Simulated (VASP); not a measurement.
Crystal: HoO3.

```
Ho O
1.0
     3.67125    0.00000    0.00000
    -1.83563    3.17940    0.00000
     0.00000    0.00000    4.04772
Ho O
1 3
Direct
  0.00000 0.00000 0.50000
  0.33333 0.66667 0.60999
  0.66667 0.33333 0.39001
  0.00000 0.00000 0.00000
```

The cell was generated, and may not be a known phase.

| Quantity | Value |
| --- | --- |
| Program | VASP 6.6.1 |
| Task | relaxation of cell and atoms |
| Functional | PBE |
| Potentials or basis | VASP PAW PBE potentials, release 64 (Ho_3, O), 4f in core |
| Cutoff | 600 eV |
| k mesh | 6 × 6 × 4 |
| Occupations | gaussian, width 0.1 eV |
| Spin | no spin polarisation |

At the start: pressure 36.0 GPa; volume 11.81 Å³/atom.

**Question.** Where does the relaxation end?

**Answer.** Over 13 steps the energy falls by 372.8 meV/atom and the volume is 13.73 Å³/atom (+16.2 %); space group P-3m1 (No. 164, to 0.1 Å) before and after.

The path:
| step | energy change (eV) | largest force (eV/Å) | pressure (GPa) | volume (Å³) |
| --- | --- | --- | --- | --- |
| 1 | 0.0000 | 1.1321 | 35.97 | 47.25 |
| 2 | -0.9311 | 0.0766 | -10.76 | 67.80 |
| 3 | -1.2282 | 0.3737 | -0.29 | 59.78 |
| 4 | -1.2805 | 0.4707 | -1.18 | 59.96 |
| 5 | -1.2934 | 0.5311 | -1.75 | 60.07 |
| 6 | -1.3399 | 0.5926 | -0.32 | 58.68 |
| 7 | -1.4129 | 0.6760 | 4.47 | 54.60 |
| 8 | -1.4357 | 0.5729 | 3.83 | 54.52 |
| 9 | -1.4791 | 0.2309 | 1.90 | 54.29 |
| 10 | -1.4395 | 0.5052 | -1.88 | 53.82 |
| 11 | -1.4855 | 0.0352 | 0.86 | 54.16 |
| 12 | -1.4880 | 0.0362 | 0.66 | 54.35 |
| 13 | -1.4912 | 0.0395 | 0.11 | 54.91 |

Final structure:
```
CELL_PARAMETERS angstrom
3.74528 0.00000 0.00000
-1.87264 3.24350 0.00000
0.00000 0.00000 4.51981
ATOMIC_POSITIONS crystal
Ho 0.00000 0.00000 0.50000
O 0.33333 0.66667 0.68156
O 0.66667 0.33333 0.31844
O 0.00000 0.00000 0.00000
```

Caveat: the k points lie up to 0.35 Å⁻¹ apart in the final cell, too coarse for converged energies and pressures of a metal; the volume moved by over 15 % at a fixed basis, so the end points are rough; an odd number of electrons without spin polarisation forces a metal; a magnetic or distorted state may lie lower; the run has no spin polarisation, though such a crystal can be magnetic.
